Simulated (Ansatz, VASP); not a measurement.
## Two plane-wave programs on W

Contents of POSCAR:

```
W
1.0
    0.0000000000      2.0300000000      2.0300000000
    2.0300000000      0.0000000000      2.0300000000
    2.0300000000      2.0300000000      0.0000000000
W
1
Direct
    0.0000000000      0.0000000000      0.0000000000
```

File INCAR.step1:

```
ALGO     = Normal         # electronic algorithm
EDIFF    = 1E-5           # SCF threshold, eV
ENCUT    = 520            # plane-wave cutoff, eV
GGA      = PE             # functional
ISIF     = 2              # what is computed and relaxed
ISMEAR   = -1             # smearing method
LASPH    = True           # aspherical terms in the spheres
LREAL    = False          # projectors in reciprocal space
LWAVE    = True           # write WAVECAR
NBANDS   = 13             # bands
NELM     = 100            # most SCF steps
PREC     = Accurate       # precision mode
SIGMA    = 0.05           # smearing width, eV
```

The input INCAR.step2:

```
AEXX     = 0.25           # exact-exchange fraction
ALGO     = Normal         # electronic algorithm
EDIFF    = 1E-6           # SCF threshold, eV
ENCUT    = 520            # plane-wave cutoff, eV
GGA      = PE             # functional
HFSCREEN = 0.3            # screening, 1/A
ISIF     = 2              # what is computed and relaxed
ISMEAR   = -1             # smearing method
ISTART   = 1            
LASPH    = True           # aspherical terms in the spheres
LCHARG   = True           # write CHGCAR
LELF     = True           # ELF
LHFCALC  = True           # exact exchange
LREAL    = False          # projectors in reciprocal space
LVHAR    = True         
LWAVE    = False          # write WAVECAR
NBANDS   = 13             # bands
NELM     = 100            # most SCF steps
PREC     = Accurate       # precision mode
PRECFOCK = Normal       
SIGMA    = 0.05           # smearing width, eV
```

The input KPOINTS:

```
k-points
0
Gamma
  6 6 6
```

The input input:

```
crystal:
  lattice:
    - [0.0, 2.03, 2.03]
    - [2.03, 0.0, 2.03]
    - [2.03, 2.03, 0.0]
  atoms:
    - { symbol: W, position: [0.0, 0.0, 0.0] }
hamiltonian:
  xc: { exchange: pbe, correlation: pbe, exx: { coeff: 0.25, omega: 0.3 } }
  pseudopotentials: { kind: paw }
kpoints:
  mp_grid: { grid: [6, 6, 6] }
  band_path:
    path:
      - [[0.0, 0.0, 0.0], [0.5, 0.0, 0.5], [0.5, 0.25, 0.75], [0.375, 0.375, 0.75], [0.0, 0.0, 0.0], [0.5, 0.5, 0.5], [0.625, 0.25, 0.625], [0.5, 0.25, 0.75], [0.5, 0.5, 0.5], [0.375, 0.375, 0.75]]
      - [[0.625, 0.25, 0.625], [0.5, 0.0, 0.5]]
    npoints: 4
scf:
  occupations: { method: fermi_dirac, width: 0.05 }
  n_extra_bands: 6
output:
  forces: true
  stress: true
  eigenvalues: true
  fatbands: false
```

Alike in both runs: functional PBE-based screened hybrid with a share of 0.25 of exact exchange and HFSCREEN = 0.3; k mesh 6 × 6 × 6; occupations fermi-dirac, width 0.05 eV; no spin polarisation.

|  | VASP | Ansatz |
| --- | --- | --- |
| version | VASP 6.6.1 | Ansatz 0.2.0 |
| potentials or method | VASP PAW PBE potentials, release 64 (W_sv) | Ansatz PAW |
| plane-wave cutoff (eV) | 520 | 420 |
| valence electrons in the cell | 14 | 14 |
| task | single point | band structure |

Ansatz gave:

- gap on the k mesh at the Fermi level (eV): none
- pressure (GPa): -8.5

Q: Estimate VASP's values.

A: gap on the k mesh at the Fermi level (eV): none; pressure (GPa): -8.9.

VASP's potentials were made for PBE, not for PBE-based screened hybrid. A gap of «none» marks a metal or a gap that the smearing closes. With one functional, cell and mesh, what is left measures potentials, basis and numerics.

The k mesh is coarse, so the values compare programs but aren't converged. Spin-orbit coupling is off throughout.
